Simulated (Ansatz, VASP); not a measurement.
**Sn2Bi3O3: VASP beside Ansatz**

```xyz
8
Lattice="4.7194 0.0000 0.0000 -2.3597 4.0871 0.0000 0.0000 0.0000 9.7972" Properties=species:S:1:pos:R:3 pbc="T T T"
Sn    0.0000    0.0000    2.7376
Sn    0.0000    0.0000    7.0596
Bi    0.0000    2.7247    4.8986
Bi    2.3597    1.3624    4.8986
Bi    0.0000    0.0000    4.8986
O     2.3597    0.0000    0.0000
O    -1.1798    2.0436    0.0000
O     1.1798    2.0436    0.0000
```

Alike in both runs: task relaxation of cell and atoms; functional PBE; k mesh 4 × 4 × 2; occupations gaussian, width 0.2 eV; no spin polarisation.

|  | VASP | Ansatz |
| --- | --- | --- |
| version | VASP 6.6.1 | Ansatz 0.2.0 |
| potentials or method | VASP PAW PBE potentials, release 64 (Sn_d, Bi_d, O), cutoff 600 eV | scalar-relativistic, plane waves, PAW |
| valence electrons in the cell | 91 | 91 |

Ansatz gave:

```
gap on the k mesh at the Fermi level, each at its own relaxed structure (eV) : none
relaxed volume (Å³/atom)                                                     : 28.14
relaxed length of the cell vector where the two differ most in proportion (Å)              : 9.319
```

Problem. Estimate VASP's values.

Solution. gap on the k mesh at the Fermi level, each at its own relaxed structure (eV): none; relaxed volume (Å³/atom): 27.81; relaxed length of the cell vector where the two differ most in proportion (Å): 9.203.

A gap of «none» marks a metal or a gap that the smearing closes.

The k mesh is coarse, so the values compare programs but aren't converged. Spin-orbit coupling is off throughout. Noted on VASP's run: the volume moved by over 15 % at a fixed basis, so the end points are rough.
